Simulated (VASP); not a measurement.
Si, 1 atom in the cell. It takes space group P6/mmm (No. 191, hexagonal). Conventional cell: a = 2.654 Å, b = 2.654 Å, c = 2.477 Å, α = 90.00°, β = 90.00°, γ = 120.00°. Within 3.3 Å of Si (site symmetry 6/mmm) lie 8 Si at 2.48 to 2.65 Å. This isn't the form of Si at room conditions, which is diamond.

* Program: VASP 6.6.1
* Task: elastic constants
* Functional: PBE
* Potentials or basis: VASP PAW PBE potentials, release 64 (Si)
* Cutoff: 600 eV
* k mesh: 20 × 20 × 18
* Occupations: fermi-dirac, width 0.15 eV
* Spin: no spin polarisation
* Dipole correction: no
* Ions in elastic constants: relaxed
* Further INCAR settings: ALGO = Normal; EDIFF = 1e-08; NBANDS = 8; IBRION = 6; POTIM = 0.015; NSW = 1; ISIF = 3

Potentials or basis: VASP PAW PBE potentials, release 64 (Si).

The run is started by

```console
$ cat potpaw_PBE.64/Si/POTCAR > POTCAR
$ mpirun -np 1 vasp_std > vasp.out
```

Hardware: 1 thread of Intel(R) Xeon(R) 6975P-C (Granite Rapids) (shared host).

Estimate the wall time of this run.

Run time: 7.6 min on 1 thread of Intel(R) Xeon(R) 6975P-C (Granite Rapids), on a shared host, peak memory 0.52 GiB. Counts: scf iterations 126, k points 440.
